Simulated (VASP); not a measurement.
# HfC (P6_3mc) in VASP: relaxation of cell and atoms with r2SCAN

Aim: the relaxation of cell and atoms of HfC with r2SCAN.

All numbers are computed with VASP 6.6.1; they aren't measurements. Logs are shortened: lines on timing, memory, paths and dates and some standing lists are left out, and cuts for length are marked.

## Step 1: The cell of the first run

The structure is hexagonal, space group P6_3mc (No. 186). Conventional cell: a = 3.723 Å, b = 3.723 Å, c = 6.112 Å, α = 90.00°, β = 90.00°, γ = 120.00°. Hf (site symmetry 3m) has 4 C at 2.28 to 2.30 Å within 3.0 Å. C (site symmetry 3m) has 4 Hf at 2.28 to 2.30 Å within 3.0 Å.

## Step 2: Relaxation of cell and atoms, r2SCAN

Contents of POSCAR:

```
HfC
1.0
    3.7234168979      0.0000000000      0.0000000000
   -1.8617084490      3.2245736225      0.0000000000
    0.0000000000      0.0000000000      6.1122794607
Hf C
2 2
Direct
    0.3333333333      0.6666666667      0.4996013827
    0.6666666667      0.3333333333      0.9996013827
    0.3333333333      0.6666666667      0.8753986173
    0.6666666667      0.3333333333      0.3753986173
```

Contents of INCAR.step1:

```
ALGO = Normal
EDIFF = 1E-4
ENCUT = 600
GGA = PE
ISMEAR = 0
LASPH = True
LCHARG = False
LREAL = False
LWAVE = True
NELM = 100
PREC = Accurate
SIGMA = 0.1
```

Contents of INCAR.step2:

```
ALGO = Normal
EDIFF = 1E-6
EDIFFG = -0.05
ENCUT = 600
IBRION = 2
ISIF = 3
ISMEAR = 0
ISTART = 1
LASPH = True
LCHARG = False
LMIXTAU = True
LREAL = False
LWAVE = False
METAGGA = R2SCAN
NELM = 100
NSW = 80
PREC = Accurate
SIGMA = 0.1
```

Contents of KPOINTS:

```
k-points
0
Gamma
  6 6 4
```

Potentials or basis: VASP PAW PBE potentials, release 64 (Hf_pv, C).

Started as:

```
cat potpaw_PBE.64/Hf_pv/POTCAR potpaw_PBE.64/C/POTCAR > POTCAR
cp INCAR.step1 INCAR
mpirun -np 1 vasp_std > vasp.out
cp INCAR.step2 INCAR
mpirun -np 1 vasp_std > vasp.out
```

OUTCAR:

```text
EDIFF = 1E-6
   EDIFFG = -0.05
   ENCUT = 600
   IBRION = 2
   ISIF = 3
   ISMEAR = 0
   ISTART = 1
   LASPH = True
   LREAL = False
   METAGGA = R2SCAN
   NELM = 100
   NSW = 80
   PREC = Accurate

 ion  position               nearest neighbor table
   1  0.333  0.667  0.500-   4 2.28   4 2.28   4 2.28   3 2.30   2 3.74   2 3.74   2 3.74   2 3.74
                             2 3.74   2 3.74
   2  0.667  0.333  1.000-   3 2.28   3 2.28   3 2.28   4 2.30   1 3.74   1 3.74   1 3.74   1 3.74
                             1 3.74   1 3.74
   3  0.333  0.667  0.875-   2 2.28   2 2.28   2 2.28   1 2.30
   4  0.667  0.333  0.375-   1 2.28   1 2.28   1 2.28   2 2.30

  LATTYP: Found a hexagonal cell.
 ALAT       =     3.7234168979
 C/A-ratio  =     1.6415780527

  Lattice vectors:

 A1 = (   3.7234168979,   0.0000000000,   0.0000000000)
 A2 = (  -1.8617084490,   3.2245736225,   0.0000000000)
 A3 = (   0.0000000000,   0.0000000000,   6.1122794607)

Analysis of symmetry for initial positions (statically):
=====================================================================
 Subroutine PRICEL returns:
 Original cell was already a primitive cell.

 Routine SETGRP: Setting up the symmetry group for a
 hexagonal supercell.

 Subroutine GETGRP returns: Found 12 space group operations
 (whereof  6 operations were pure point group operations)
 out of a pool of 24 trial point group operations.

The static configuration has the point symmetry C_3v.
 The point group associated with its full space group is C_6v.

Analysis of symmetry for dynamics (positions and initial velocities):
=====================================================================
 Subroutine PRICEL returns:
 Original cell was already a primitive cell.

 Routine SETGRP: Setting up the symmetry group for a
 hexagonal supercell.

 Subroutine GETGRP returns: Found 12 space group operations
 (whereof  6 operations were pure point group operations)
 out of a pool of 24 trial point group operations.

The dynamic configuration has the point symmetry C_3v.
 The point group associated with its full space group is C_6v.

 Subroutine INISYM returns: Found 12 space group operations
 (whereof  6 operations are pure point group operations),
 and found     1 'primitive' translations

----------------------------------------------------------------------------------------

                                     Primitive cell

  volume of cell :      73.3867

  direct lattice vectors                    reciprocal lattice vectors
     3.723416898  0.000000000  0.000000000     0.268570517  0.155059260  0.000000000
    -1.861708449  3.224573622  0.000000000     0.000000000  0.310118520  0.000000000
     0.000000000  0.000000000  6.112279461     0.000000000  0.000000000  0.163605085

  length of vectors
     3.723416898  3.723416898  6.112279461     0.310118520  0.310118520  0.163605085

  position of ions in fractional coordinates (direct lattice)
     0.333333333  0.666666667  0.499601383
     0.666666667  0.333333333  0.999601383
     0.333333333  0.666666667  0.875398617
     0.666666667  0.333333333  0.375398617

  ion indices of the primitive-cell ions
   primitive index   ion index
                 1           1
                 2           2
                 3           3
                 4           4

----------------------------------------------------------------------------------------

 KPOINTS: k-points

Automatic generation of k-mesh.
 Grid dimensions read from file:
 generate k-points for:    6    6    4

 Generating k-lattice:

  Cartesian coordinates                     Fractional coordinates (reciprocal lattice)
     0.044761753  0.025843210  0.000000000     0.166666667  0.000000000  0.000000000
     0.000000000  0.051686420  0.000000000     0.000000000  0.166666667  0.000000000
     0.000000000  0.000000000  0.040901271     0.000000000  0.000000000  0.250000000

  Length of vectors
     0.051686420  0.051686420  0.040901271

  Shift w.r.t. Gamma in fractional coordinates (k-lattice)
     0.000000000  0.000000000  0.000000000

 Subroutine IBZKPT returns following result:
 ===========================================

 Found     21 irreducible k-points:

 Following reciprocal coordinates:
            Coordinates               Weight
  0.000000  0.000000  0.000000      1.000000
  0.166667  0.000000  0.000000      6.000000
  0.333333 -0.000000  0.000000      6.000000
  0.500000  0.000000  0.000000      3.000000
  0.166667  0.166667  0.000000      6.000000
  0.333333  0.166667  0.000000     12.000000
[... 13 lines left out ...]
  0.333333  0.166667  0.500000     12.000000
  0.333333  0.333333  0.500000      2.000000
   k-points           NKPTS =     21   k-points in BZ     NKDIM =     21   number of bands    NBANDS=     18
   number of dos      NEDOS =    301   number of ions     NIONS =      4
   total plane-waves  NPLWV =  45000
   dimension x,y,z NGX =    30 NGY =   30 NGZ =   50
   dimension x,y,z NGXF=    60 NGYF=   60 NGZF=  100
   ions per type =               2   2
   NGX,Y,Z   is equivalent  to a cutoff of  13.39, 13.39, 13.60 a.u.
   NGXF,Y,Z  is equivalent  to a cutoff of  26.79, 26.79, 27.20 a.u.
 SYSTEM =  unknown system
   PREC   = accura    normal or accurate (medium, high low for compatibility)
   ISTART =      1    job   : 0-new  1-cont  2-samecut
   ICHARG =      0    charge: 1-file 2-atom 10-const
   ISPIN  =      1    spin polarized calculation?
   LNONCOLLINEAR =      F non collinear calculations
   LSORBIT =      F    spin-orbit coupling
   LASPH  =      T    aspherical Exc in radial PAW
   ENCUT  =  600.0 eV  44.10 Ry    6.64 a.u.   7.44  7.44 12.21*2*pi/ulx,y,z
   NELM   =    100;   NELMIN=  2; NELMDL=  0     # of ELM steps
   EDIFF  = 0.1E-05   stopping-criterion for ELM
   LREAL  =      F    real-space projection
   EDIFFG = -.5E-01   stopping-criterion for IOM
   NSW    =     80    number of steps for IOM
   IBRION =      2    ionic relax: 0-MD 1-quasi-New 2-CG
   NFREE  =      1    steps in history (QN), initial steepest desc. (CG)
   ISIF   =      3    stress and relaxation
   ISYM   =      2    0-nonsym 1-usesym 2-fastsym
   POTIM  = 0.5000    time-step for ionic-motion
   TEBEG  =    0.0;   TEEND  =   0.0 temperature during run
   PSTRESS=    0.0 pullay stress
   NELECT =      28.0000    total number of electrons
   NUPDOWN=      -1.0000    fix difference up-down
   EMIN   =  10.00;   EMAX   =-10.00  energy-range for DOS
   EFERMI =   0.00;   METHOD = LEGACY
   ISMEAR =     0;   SIGMA  =   0.10  broadening in eV -4-tet -1-fermi 0-gaus
   EFERMI_NEDOS =   21; number of points for ismear=-14 and -15
   IALGO  =     38    algorithm
   IMIX   =      4    mixing-type and parameters
     AMIX     =   0.40;   BMIX     =  1.00
     AMIX_MAG =   1.60;   BMIX_MAG =  1.00
  volume/ion in A,a.u.               =      18.35       123.81
  Fermi-wavevector in a.u.,A,eV,Ry     =   1.187377  2.243816 19.182350  1.409863
  Thomas-Fermi vector in A             =   2.323529
   LORBIT       =      0    0 simple, 1 ext, 2 COOP (PROOUT), +10 PAW based schemes
   METAGGA = R2SCAN    functional components
   LHFCALC =     F    Hartree Fock is set to
   AEXX    =    0.0000 exact exchange contribution
   IVDW    =     0    specifies the selected vdW correction
   LEPSILON=     F    determine dielectric tensor
   LRPA    =     F    only Hartree local field effects (RPA)
 conjugate gradient relaxation of ions
 non-spin polarized calculation
 Gauss-broadening in eV      SIGMA  =   0.10
  energy-cutoff  :      600.00
  volume of cell :       73.39
 maximum number of plane-waves:      2472
 NGX is ok and might be reduce to    30
   NGX = 15   NGY = 15   NGZ = 25

--------------------------------------- Ionic step        1  -------------------------------------------

 number of electron      27.9999999 magnetization

 Free energy of the ion-electron system (eV)
  ---------------------------------------------------
  ext. energy  EPLUGINS =         0.00000000
  ---------------------------------------------------
  free energy    TOTEN  =      -111.83564020 eV

  energy without entropy =     -111.83564020  energy(sigma->0) =     -111.83564020

------------------------ aborting loop because EDIFF is reached ----------------------------------------

  FORCE on cell =-STRESS in cart. coord.  units (eV):
  Direction    XX          YY          ZZ          XY          YZ          ZX
  --------------------------------------------------------------------------------------
  -------------------------------------------------------------------------------------
  Total       -8.1787162     -8.1787162    -11.4673437      0.0000000     -0.0000000      0.0000000
  in kB     -178.5576887   -178.5576887   -250.3549865      0.0000000     -0.0000000      0.0000000
  external PRESSURE =    -202.4901213 kB  Pullay stress =       0.0000000 kB
[... 95 lines left out ...]
  FREE ENERGIE OF THE ION-ELECTRON SYSTEM (eV)
  ---------------------------------------------------
  free  energy   TOTEN  =      -112.6677733726 eV

  energy  without entropy=     -112.6677733726  energy(sigma->0) =     -112.66777337

[... ionic steps 4 to 23 ...]

--------------------------------------- Ionic step       24  -------------------------------------------

 number of electron      28.0000002 magnetization

------------------------ aborting loop because EDIFF is reached ----------------------------------------

  FORCE on cell =-STRESS in cart. coord.  units (eV):
  Direction    XX          YY          ZZ          XY          YZ          ZX
  --------------------------------------------------------------------------------------
  -------------------------------------------------------------------------------------
  Total        0.3744749      0.3744749     -0.1729981     -0.0000000      0.0000000      0.0000000
  in kB       10.2113638     10.2113638     -4.7173974     -0.0000000      0.0000000      0.0000000
  external PRESSURE =       5.2351101 kB  Pullay stress =       0.0000000 kB
[... 61 lines left out ...]
  energy  without entropy=     -113.6464895364  energy(sigma->0) =     -113.64739296

--------------------------------------- Ionic step       26  -------------------------------------------

 number of electron      28.0000002 magnetization

 Free energy of the ion-electron system (eV)
  ---------------------------------------------------
  ext. energy  EPLUGINS =         0.00000000
  ---------------------------------------------------
  free energy    TOTEN  =      -113.65065120 eV

  energy without entropy =     -113.64870416  energy(sigma->0) =     -113.64967768

 E-fermi :   4.5763     XC(G=0): -11.9389

 val. band max:        4.3970580578   @ k =   0.1667   0.0000   0.0000
 cond. band min:       4.6727921995   @ k =   0.3333   0.1667   0.0000
 fundamental gap:      0.2757341418
 Fermi energy:         4.5762816443

 k-point     1 :       0.0000    0.0000    0.0000
  band No.  band energies     occupation
      1     -26.7951      2.00000
      2     -26.6219      2.00000
      3     -26.6219      2.00000
      4     -26.4128      2.00000
      5     -26.4128      2.00000
      6     -26.1872      2.00000
[... 10 lines left out ...]
     17       7.2995      0.00000
     18       9.6813      0.00000
[... 449 lines left out ...]
  FREE ENERGIE OF THE ION-ELECTRON SYSTEM (eV)
  ---------------------------------------------------
  free  energy   TOTEN  =      -113.6506512049 eV

  energy  without entropy=     -113.6487041571  energy(sigma->0) =     -113.64967768

 reached required accuracy - stopping structural energy minimisation
```

It took 43 min on 1 thread of Intel Xeon Platinum 8259CL at 2.50GHz (Skylake/Cascade Lake), shared host; peak memory 0.25 GiB.

Results:

| Property | Result |
| --- | --- |
| Free energy | -113.6507 eV |
| Relaxed volume | 14.72 Å³/atom |
| Relaxed cell | a = 3.828 Å, b = 3.828 Å, c = 4.639 Å, α = 90.00°, β = 90.00°, γ = 120.00° |
| Space group after relaxing (to 0.1 Å) | P6_3mc (No. 186) |
| Energy gained by relaxing | 453.8 meV/atom |
| Ionic steps | 26 |
| Pressure after relaxing | 0.0 GPa |
| Largest force after relaxing | 0.048 eV/Å |
| Band gap on the k mesh | zero (bands 14 and 15 overlap by 0.91 eV) |

Forces on the atoms (eV/Å):
```
Hf   0.000  0.000  0.048
Hf   0.000  0.000  0.048
C    0.000  0.000 -0.048
C    0.000  0.000 -0.048
```

The path:
```
step  energy change (eV)  largest force (eV/Å)  pressure (GPa)  volume (Å³)
   1              0.0000                0.3301          -20.25        73.39
   2              0.5518                1.1661           48.89        51.38
   3             -0.8321                0.4805           -0.42        62.67
   4             -0.8339                0.4912            0.61        62.29
   5             -0.8339                0.4976            1.19        62.08
   6             -0.9344                0.5176            0.91        62.00
   7             -1.2052                1.1297           -0.52        61.46
   8             -1.2178                2.4076            7.37        58.97
   9             -1.3151                2.1401            0.30        60.72
  10             -1.3712                2.5297            2.30        59.94
  11             -1.3898                2.4596            2.13        59.95
  12             -1.4367                2.2435            1.67        59.97
  13             -1.4857                1.8133            1.21        59.99
  14             -1.4879                1.6348            1.27        59.99
  15             -1.5286                1.5165            0.71        60.01
  16             -1.6303                1.1872           -0.77        60.09
  17             -1.7516                0.6421           -3.01        60.22
  18             -1.7296                0.1131           -4.88        60.39
  19             -1.7808                0.2550           -4.24        60.31
  20             -1.7809                0.2854           -4.16        60.30
  21             -1.7908                0.2699           -3.12        59.94
  22             -1.8051                0.2236           -0.04        58.94
  23             -1.8055                0.2138            0.59        58.74
  24             -1.8077                0.1866            0.52        58.76
  25             -1.8127                0.1056            0.32        58.79
  26             -1.8150                0.0477            0.02        58.86
```

Final structure:
```
CELL_PARAMETERS angstrom
3.82763 0.00000 0.00000
-1.91381 3.31482 0.00000
0.00000 0.00000 4.63912
ATOMIC_POSITIONS crystal
Hf 0.33333 0.66667 0.44504
Hf 0.66667 0.33333 0.94504
C 0.33333 0.66667 0.92996
C 0.66667 0.33333 0.42996
```

Levels at points of the mesh, in eV from the Fermi level:
| k point | band 12 | band 13 | band 14 | band 15 | band 16 | band 17 |
| --- | --- | --- | --- | --- | --- | --- |
| (0.00, 0.00, 0.00) | -2.87 | -2.23 | 1.01 | 1.47 | 1.47 | 2.72 |
| (0.50, 0.00, 0.00) | -1.90 | -1.56 | -0.58 | 0.54 | 1.96 | 3.14 |
| (0.00, 0.00, 0.50) | -3.37 | -3.37 | -3.37 | 4.54 | 4.54 | 4.67 |
| (0.50, 0.00, 0.50) | -2.59 | -1.80 | -1.80 | 2.58 | 2.58 | 3.91 |

Caveat: the volume moved by over 15 % at a fixed basis, so the end points are rough; the PAW data sets were made with another functional, which shifts forces and pressure a little; spin-orbit coupling is left out, which moves the levels of the heavy elements; the relaxation stopped at a loose force limit of 0.05 eV/Å, so its end isn't a converged minimum.

The gap in the log of VASP goes by the Fermi energy; the results here count the filled bands.